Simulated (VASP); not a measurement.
# Si (Fd-3m) in VASP: notebook

Aim: see how the results for Si move with the level of theory and the settings. Levels: PBE, HSE06. Tasks: single point.

Program: VASP 6.6.1. These are calculated values, not measurements. Logs are shortened: lines on timing, memory, paths and dates and some standing lists are left out, and cuts for length are marked.

## (1) The cell of the first run

It takes space group Fd-3m (No. 227, cubic). The conventional cell has a = 5.471 Å, b = 5.471 Å, c = 5.471 Å, α = 90.00°, β = 90.00°, γ = 90.00°. Si (site symmetry -43m) has 4 Si at 2.37 Å within 3.1 Å.

## (2) Single point, PBE

INCAR reads:

```
PREC     = Accurate       # precision mode
ENCUT    = 520            # plane-wave cutoff, eV
EDIFF    = 1E-7           # SCF threshold, eV
ISMEAR   = -1             # smearing method
SIGMA    = 0.05           # smearing width, eV
LREAL    = F              # projectors in reciprocal space
LASPH    = T              # aspherical terms in the spheres
NELM     = 60             # most SCF steps
ALGO     = Normal         # electronic algorithm
ISIF     = 2              # what is computed and relaxed
LWAVE    = F              # write WAVECAR
LCHARG   = T              # write CHGCAR
GGA      = PE             # functional
LELF     = T              # ELF
LVHAR    = T            
NBANDS   = 11             # bands
```

KPOINTS reads:

```
Automatic mesh
0
Gamma
  14 14 14
```

POSCAR reads:

```
Si
1.0
    0.0000000000      2.7354874751      2.7354874751
    2.7354874751      0.0000000000      2.7354874751
    2.7354874751      2.7354874751      0.0000000000
Si
2
Direct
    0.5000000000      0.5000000000      0.5000000000
    0.7500000000      0.7500000000      0.7500000000
```

Potentials or basis: VASP PAW PBE potentials, release 64 (Si).

The run is started by

```bash
cat potpaw_PBE.64/Si/POTCAR > POTCAR
mpirun -np 1 vasp_std > vasp.out
```

OUTCAR:

```text
PREC = Accurate
   ENCUT = 520
   EDIFF = 1E-7
   ISMEAR = -1
   LREAL = F
   LASPH = T
   NELM = 60
   ISIF = 2
   GGA = PE

 ion  position               nearest neighbor table
   1  0.500  0.500  0.500-   2 2.37   2 2.37   2 2.37   2 2.37
   2  0.750  0.750  0.750-   1 2.37   1 2.37   1 2.37   1 2.37

  LATTYP: Found a face centered cubic cell.
 ALAT       =     5.4709749502

  Lattice vectors:

 A1 = (   0.0000000000,   2.7354874751,   2.7354874751)
 A2 = (   2.7354874751,   0.0000000000,   2.7354874751)
 A3 = (   2.7354874751,   2.7354874751,   0.0000000000)

Analysis of symmetry for initial positions (statically):
=====================================================================
 Subroutine PRICEL returns:
 Original cell was already a primitive cell.

 Routine SETGRP: Setting up the symmetry group for a
 face centered cubic supercell.

 Subroutine GETGRP returns: Found 48 space group operations
 (whereof 24 operations were pure point group operations)
 out of a pool of 48 trial point group operations.

The static configuration has the point symmetry T_d .
 The point group associated with its full space group is O_h .

Analysis of symmetry for dynamics (positions and initial velocities):
=====================================================================
 Subroutine PRICEL returns:
 Original cell was already a primitive cell.

 Routine SETGRP: Setting up the symmetry group for a
 face centered cubic supercell.

 Subroutine GETGRP returns: Found 48 space group operations
 (whereof 24 operations were pure point group operations)
 out of a pool of 48 trial point group operations.

The dynamic configuration has the point symmetry T_d .
 The point group associated with its full space group is O_h .

 Subroutine INISYM returns: Found 48 space group operations
 (whereof 24 operations are pure point group operations),
 and found     1 'primitive' translations

----------------------------------------------------------------------------------------

                                     Primitive cell

  volume of cell :      40.9387

  direct lattice vectors                    reciprocal lattice vectors
     0.000000000  2.735487475  2.735487475    -0.182782778  0.182782778  0.182782778
     2.735487475  0.000000000  2.735487475     0.182782778 -0.182782778  0.182782778
     2.735487475  2.735487475  0.000000000     0.182782778  0.182782778 -0.182782778

  length of vectors
[... 83 lines left out ...]
   LREAL  =      F    real-space projection
   EDIFFG = 0.1E-05   stopping-criterion for IOM
   NSW    =      0    number of steps for IOM
   IBRION =     -1    ionic relax: 0-MD 1-quasi-New 2-CG
   NFREE  =      0    steps in history (QN), initial steepest desc. (CG)
   ISIF   =      2    stress and relaxation
   ISYM   =      2    0-nonsym 1-usesym 2-fastsym
   POTIM  = 0.5000    time-step for ionic-motion
   TEBEG  =    0.0;   TEEND  =   0.0 temperature during run
   PSTRESS=    0.0 pullay stress
   NELECT =       8.0000    total number of electrons
   NUPDOWN=      -1.0000    fix difference up-down
   EMIN   =  10.00;   EMAX   =-10.00  energy-range for DOS
   EFERMI =   0.00;   METHOD = LEGACY
   ISMEAR =    -1;   SIGMA  =   0.05  broadening in eV -4-tet -1-fermi 0-gaus
   EFERMI_NEDOS =   21; number of points for ismear=-14 and -15
   IALGO  =     38    algorithm
   IMIX   =      4    mixing-type and parameters
     AMIX     =   0.40;   BMIX     =  1.00
     AMIX_MAG =   1.60;   BMIX_MAG =  1.00
  volume/ion in A,a.u.               =      20.47       138.13
  Fermi-wavevector in a.u.,A,eV,Ry     =   0.950007  1.795253 12.279437  0.902513
  Thomas-Fermi vector in A             =   2.078343
   LORBIT       =      0    0 simple, 1 ext, 2 COOP (PROOUT), +10 PAW based schemes
   GGA     = PE    functional components
   LHFCALC =     F    Hartree Fock is set to
   AEXX    =    0.0000 exact exchange contribution
   IVDW    =     0    specifies the selected vdW correction
   LEPSILON=     F    determine dielectric tensor
   LRPA    =     F    only Hartree local field effects (RPA)
 non-spin polarized calculation
  energy-cutoff  :      520.00
  volume of cell :       40.94
 maximum number of plane-waves:      1123
 NGX is ok and might be reduce to    30
   NGX = 15   NGY = 15   NGZ = 15

 number of electron       8.0000001 magnetization

 Free energy of the ion-electron system (eV)
  ---------------------------------------------------
  ext. energy  EPLUGINS =         0.00000000
  ---------------------------------------------------
  free energy    TOTEN  =       -10.84988652 eV

  energy without entropy =      -10.84987627  energy(sigma->0) =      -10.84988140

 E-fermi :   5.9063     XC(G=0):  -9.3226

 val. band max:        5.6035743704   @ k =   0.0000   0.0000   0.0000
 cond. band min:       6.2177667342   @ k =   0.4286   0.4286   0.0000
 fundamental gap:      0.6141923638
 Fermi energy:         5.9063112136

 k-point     1 :       0.0000    0.0000    0.0000
  band No.  band energies     occupation
      1      -6.2027      2.00000
      2       5.6036      1.99532
      3       5.6036      1.99532
      4       5.6036      1.99532
      5       8.1601      0.00000
      6       8.1601      0.00000
      7       8.1601      0.00000
      8       8.7234      0.00000
      9      13.3122      0.00000
     10      13.3122      0.00000
     11      13.4767      0.00000
[... 309 lines left out ...]
 k-point    24 :       0.2857    0.1429    0.0000
  band No.  band energies     occupation
      1      -5.2579      2.00000
      2       1.8721      2.00000
      3       4.0733      2.00000
      4       4.1227      2.00000
      5       7.6793      0.00000
      6       9.4254      0.00000
      7      10.1657      0.00000
      8      10.3136      0.00000
      9      13.6057      0.00000
     10      14.0766      0.00000
     11      15.7400      0.00000

 [... further k-points ...]
[... 5 lines left out ...]
  --------------------------------------------------------------------------------------
  -------------------------------------------------------------------------------------
  Total       -0.0296076     -0.0296076     -0.0296076     -0.0000000     -0.0000000      0.0000000
  in kB       -1.1587223     -1.1587223     -1.1587223     -0.0000000     -0.0000000      0.0000000
  external PRESSURE =      -1.1587223 kB  Pullay stress =       0.0000000 kB

 VOLUME and BASIS-vectors are now :
 -----------------------------------------------------------------------------
  energy-cutoff  :      520.00
  volume of cell :       40.94
      direct lattice vectors                 reciprocal lattice vectors
     0.000000000  2.735487475  2.735487475    -0.182782778  0.182782778  0.182782778
     2.735487475  0.000000000  2.735487475     0.182782778 -0.182782778  0.182782778
     2.735487475  2.735487475  0.000000000     0.182782778  0.182782778 -0.182782778

 POSITION                                       TOTAL-FORCE (eV/Angst)
 -----------------------------------------------------------------------------------
      2.73549      2.73549      2.73549         0.000000      0.000000      0.000000
      4.10323      4.10323      4.10323         0.000000     -0.000000     -0.000000
 -----------------------------------------------------------------------------------
    total drift:                                0.000000     -0.000000     -0.000000

  FREE ENERGIE OF THE ION-ELECTRON SYSTEM (eV)
  ---------------------------------------------------
  free  energy   TOTEN  =       -10.8498865184 eV

  energy  without entropy=      -10.8498762727  energy(sigma->0) =      -10.84988140
```

Wall time 75 s (1 thread of AMD EPYC 7R13, shared host); peak memory 0.15 GiB.

What came out:

* Free energy: -10.8499 eV
* Pressure: -0.1 GPa
* Band gap on the k mesh: 0.61 eV, indirect (least direct gap 2.56 eV)

Levels at points of the mesh, in eV from the valence-band top:
| k point | band 2 | band 3 | band 4 | band 5 | band 6 | band 7 |
| --- | --- | --- | --- | --- | --- | --- |
| (0.00, 0.00, 0.00) | 0.00 | 0.00 | 0.00 | 2.56 | 2.56 | 2.56 |
| (0.50, 0.00, 0.00) | -6.86 | -1.18 | -1.18 | 1.46 | 3.35 | 3.35 |
| (0.50, 0.50, 0.00) | -7.74 | -2.79 | -2.79 | 0.75 | 0.75 | 9.93 |

A k mesh can miss the band edges. As with any semilocal functional, this PBE gap is likely too small.

## (3) Single point, PBE

INCAR reads:

```
ALGO = Normal
EDIFF = 1E-6
ENCUT = 500
GGA = PE
GGA_COMPAT = False
ISIF = 2
ISMEAR = -1
LASPH = True
LCHARG = True
LELF = True
LREAL = False
LVHAR = True
LWAVE = False
NBANDS = 11
NELM = 120
PREC = Accurate
SIGMA = 0.05
```

KPOINTS reads:

```
k-points
0
Gamma
  6 6 6
```

POSCAR reads:

```
Si
1.0
    0.0000000000      2.7353665919      2.7353665919
    2.7353665919      0.0000000000      2.7353665919
    2.7353665919      2.7353665919      0.0000000000
Si
2
Direct
    0.5000000000      0.5000000000      0.5000000000
    0.7500000000      0.7500000000      0.7500000000
```

Potentials or basis: VASP PAW PBE potentials, release 64 (Si).

The run is started by

```bash
cat potpaw_PBE.64/Si/POTCAR > POTCAR
mpirun -np 1 vasp_std > vasp.out
```

It took 12 s on 1 thread of Intel Xeon 8259CL, shared host; peak memory 0.14 GiB.

Results (log left out):

| Quantity | Value |
| --- | --- |
| Free energy | -10.8263 eV |
| Pressure | 0.0 GPa |
| Band gap on the k mesh | 0.75 eV, indirect (least direct gap 2.55 eV) |

Levels at points of the mesh, in eV from the valence-band top:
```tsv
k point	band 1	band 2	band 3	band 4	band 5	band 6	band 7	band 8	band 9
(0.00, 0.00, 0.00)	-11.81	0.00	0.00	0.00	2.55	2.55	2.55	3.12	7.70
(0.50, 0.00, 0.00)	-9.53	-6.87	-1.18	-1.18	1.46	3.35	3.35	7.70	10.49
(0.50, 0.50, 0.00)	-7.74	-7.74	-2.79	-2.79	0.75	0.75	9.93	9.93	10.90
```

A k mesh can miss the band edges. A hybrid or GW would open this gap; PBE tends to underestimate it.

## (4) Single point, PBE

INCAR reads:

```
SYSTEM = Si
  PREC = Accurate
  ENCUT = 500
  EDIFF = 1E-6
  ISMEAR = -1
  SIGMA = 0.05
  LREAL = .FALSE.
  LASPH = .TRUE.
  NELM = 120
  ALGO = Normal
  ISIF = 2
  LWAVE = .FALSE.
  LCHARG = .FALSE.
  GGA = PE
  NBANDS = 11
  GGA_COMPAT = .FALSE.
```

KPOINTS reads:

```
Automatic mesh
0
G
  9 9 9
  0 0 0
```

POSCAR is that of step 3.

The run is started by

```bash
cat potpaw_PBE.64/Si/POTCAR > POTCAR
mpirun -np 1 vasp_std > vasp.out
```

It took 19 s on 1 thread of Intel Xeon 8259CL, shared host; peak memory 0.15 GiB.

The run converged. Its results:

```
Free energy            : -10.8483 eV
Pressure               : -0.1 GPa
Band gap on the k mesh : 0.63 eV, indirect (least direct gap 2.56 eV)
```

Levels at points of the mesh, in eV from the valence-band top:
```tsv
k point	band 2	band 3	band 4	band 5	band 6	band 7
(0.00, 0.00, 0.00)	0.00	0.00	0.00	2.56	2.56	2.56
```

A k mesh can miss the band edges. PBE gaps usually lie below the measured ones, often by a third to a half.

## (5) Single point, PBE

INCAR reads:

```
SYSTEM = Si
PREC = Accurate ; ENCUT = 520
EDIFF = 1E-6 ; ISMEAR = -1
SIGMA = 0.1 ; LREAL = .False.
LASPH = .True. ; NELM = 100
ALGO = Normal ; ISIF = 2
LWAVE = .False. ; LCHARG = .False.
GGA = PE ; NBANDS = 11
```

KPOINTS reads:

```
Automatic mesh
0
Gamma
  5 5 5
  0 0 0
```

POSCAR reads:

```
Si
1.0
    0.0000000000      2.7354874691      2.7354874691
    2.7354874691      0.0000000000      2.7354874691
    2.7354874691      2.7354874691      0.0000000000
Si
2
Direct
    0.5000000000      0.5000000000      0.5000000000
    0.7500000000      0.7500000000      0.7500000000
```

Potentials or basis: VASP PAW PBE potentials, release 64 (Si).

The run is started by

```bash
cat potpaw_PBE.64/Si/POTCAR > POTCAR
mpirun -np 1 vasp_std > vasp.out
```

OUTCAR:

```text
SYSTEM = Si
   PREC = Accurate
   ENCUT = 520
   EDIFF = 1E-6
   ISMEAR = -1
   LREAL = .False.
   LASPH = .True.
   NELM = 100
   ISIF = 2
   GGA = PE

 ion  position               nearest neighbor table
   1  0.500  0.500  0.500-   2 2.37   2 2.37   2 2.37   2 2.37
   2  0.750  0.750  0.750-   1 2.37   1 2.37   1 2.37   1 2.37

  LATTYP: Found a face centered cubic cell.
 ALAT       =     5.4709749382

  Lattice vectors:

 A1 = (   0.0000000000,   2.7354874691,   2.7354874691)
 A2 = (   2.7354874691,   0.0000000000,   2.7354874691)
 A3 = (   2.7354874691,   2.7354874691,   0.0000000000)

Analysis of symmetry for initial positions (statically):
=====================================================================
 Subroutine PRICEL returns:
 Original cell was already a primitive cell.

 Routine SETGRP: Setting up the symmetry group for a
 face centered cubic supercell.

 Subroutine GETGRP returns: Found 48 space group operations
 (whereof 24 operations were pure point group operations)
 out of a pool of 48 trial point group operations.

The static configuration has the point symmetry T_d .
[... 156 lines left out ...]
  band No.  band energies     occupation
      1      -6.1891      2.00000
      2       5.6203      1.87439
      3       5.6203      1.87439
      4       5.6203      1.87439
      5       8.1700      0.00000
      6       8.1700      0.00000
      7       8.1700      0.00000
      8       8.7413      0.00000
      9      13.3206      0.00000
     10      13.3206      0.00000
     11      13.4920      0.00000
[... 113 lines left out ...]
 k-point    10 :      -0.4000    0.4000    0.2000
  band No.  band energies     occupation
      1      -3.1022      2.00000
      2      -0.8928      2.00000
      3       1.7316      2.00000
      4       2.6982      2.00000
      5       8.9973      0.00000
      6       9.3954      0.00000
      7       9.9830      0.00000
      8      13.3140      0.00000
      9      13.9688      0.00000
     10      15.6895      0.00000
     11      18.7431      0.00000

------------------------ aborting loop because EDIFF is reached ----------------------------------------

  FORCE on cell =-STRESS in cart. coord.  units (eV):
  Direction    XX          YY          ZZ          XY          YZ          ZX
  --------------------------------------------------------------------------------------
  -------------------------------------------------------------------------------------
  Total        0.0141854      0.0141854      0.0141854     -0.0000000      0.0000000     -0.0000000
  in kB        0.5551611      0.5551611      0.5551611     -0.0000000      0.0000000     -0.0000000
  external PRESSURE =       0.5551611 kB  Pullay stress =       0.0000000 kB

 VOLUME and BASIS-vectors are now :
 -----------------------------------------------------------------------------
  energy-cutoff  :      520.00
  volume of cell :       40.94
      direct lattice vectors                 reciprocal lattice vectors
     0.000000000  2.735487469  2.735487469    -0.182782778  0.182782778  0.182782778
     2.735487469  0.000000000  2.735487469     0.182782778 -0.182782778  0.182782778
     2.735487469  2.735487469  0.000000000     0.182782778  0.182782778 -0.182782778

 POSITION                                       TOTAL-FORCE (eV/Angst)
 -----------------------------------------------------------------------------------
      2.73549      2.73549      2.73549         0.000000      0.000000      0.000000
      4.10323      4.10323      4.10323        -0.000000     -0.000000     -0.000000
 -----------------------------------------------------------------------------------
    total drift:                                0.000000     -0.000000     -0.000000

  FREE ENERGIE OF THE ION-ELECTRON SYSTEM (eV)
  ---------------------------------------------------
  free  energy   TOTEN  =       -10.7872243064 eV

  energy  without entropy=      -10.7846357386  energy(sigma->0) =      -10.78593002
```

stdout:

```text
POSCAR found type information on POSCAR Si
 POSCAR found :  1 types and       2 ions
 scaLAPACK will be used
 LDA part: xc-table for (Slater+PW92), standard interpolation
 POSCAR, INCAR and KPOINTS ok, starting setup
 FFT: planning ... GRIDC
 FFT: planning ... GRID_SOFT
 FFT: planning ... GRID
 WAVECAR not read
 entering main loop
```

Run time: 6.3 s. Hardware: 1 thread of Intel Xeon Platinum 8175M at 2.50GHz (Skylake/Cascade Lake), shared host; peak memory 0.15 GiB.

What came out:

* Free energy: -10.7872 eV
* Pressure: 0.1 GPa
* Band gap on the k mesh: 0.61 eV, indirect (least direct gap 2.55 eV)

(Part 1 of 2 ends here.)
